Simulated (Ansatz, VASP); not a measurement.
# Two plane-wave programs on CaS

```
CELL_PARAMETERS angstrom
0.00000 2.84300 2.84300
2.84300 0.00000 2.84300
2.84300 2.84300 0.00000
ATOMIC_POSITIONS crystal
Ca 0.50000 0.50000 0.50000
S 0.00000 0.00000 0.00000
```

Alike in both runs: task single point; functional BLYP; k mesh 8 × 8 × 8; occupations gaussian, width 0.05 eV; no spin polarisation.

|  | VASP | Ansatz |
| --- | --- | --- |
| version | VASP 6.6.1 | Ansatz 0.2.0 |
| potentials or method | VASP PAW PBE potentials, release 64 (Ca_sv, S), cutoff 500 eV | scalar-relativistic, plane waves, PAW |
| valence electrons in the cell | 16 | 16 |

VASP gave:

* gap on the k mesh at the Fermi level (eV): 2.44
* least direct gap on the mesh (eV): 3.23
* pressure (GPa): 3.2

Problem. Estimate Ansatz's values.

Solution. gap on the k mesh at the Fermi level (eV): 2.45; least direct gap on the mesh (eV): 3.23; pressure (GPa): 3.0.

VASP's potentials were made for PBE, not for BLYP.
